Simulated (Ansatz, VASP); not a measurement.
**One calculation of RbCd, two programs**

INCAR

```
SYSTEM = RbCd
PREC = Accurate ; ENCUT = 500
EDIFF = 1E-6 ; ISMEAR = 0
SIGMA = 0.1 ; LREAL = .FALSE.
LASPH = .TRUE. ; NELM = 120
ALGO = Normal ; ISIF = 2
LWAVE = .FALSE. ; LCHARG = .FALSE.
GGA = PE ; NBANDS = 18
GGA_COMPAT = .FALSE.
```

Contents of KPOINTS:

```
regular mesh
0
G
  12 12 12
  0 0 0
```

The input POSCAR:

```
RbCd
1.0
    4.3618751967      0.0000000000      0.0000000000
    0.0000000000      4.3618751967      0.0000000000
    0.0000000000      0.0000000000      4.3618751967
Rb Cd
1 1
Direct
    0.5000000000      0.5000000000      0.5000000000
    0.0000000000      0.0000000000      0.0000000000
```

Input for Ansatz:

```yaml
crystal:
  lattice:
    - [4.3618751967, 0.0, 0.0]
    - [0.0, 4.3618751967, 0.0]
    - [0.0, 0.0, 4.3618751967]
  atoms:
    - { symbol: Rb, position: [0.5, 0.5, 0.5] }
    - { symbol: Cd, position: [0.0, 0.0, 0.0] }
basis:
  ecutwfc: 420
kpoints:
  mp_grid: { grid: [12, 12, 12] }
hamiltonian:
  xc: pbe
scf:
  occupations: { method: gaussian, width: 0.1 }
output:
  forces: true
  stress: true
  eigenvalues: true
  write_density: true
  write_potential: true
  elf: true
  volumetric_format: npy
```

Alike in both runs: task single point; functional PBE; k mesh 12 × 12 × 12; occupations gaussian, width 0.1 eV; no spin polarisation.

|  | VASP | Ansatz |
| --- | --- | --- |
| version | VASP 6.6.1 | Ansatz 0.2.0 |
| potentials or method | VASP PAW PBE potentials, release 64 (Rb_sv, Cd), cutoff 500 eV | scalar-relativistic, plane waves, PAW |
| valence electrons in the cell | 21 | 29 |

```csv
,VASP,Ansatz,Ansatz less VASP
gap on the k mesh at the Fermi level (eV),none,none,-
pressure (GPa),1.2,1.2,-0.01
```

A gap of «none» marks a metal or a gap that the smearing closes. The functional is the same, so the differences come from potentials, cutoffs and numerics. VASP's potentials hold 21 valence electrons a cell and Ansatz's 29, so a difference there can come from the potentials and not from the codes.
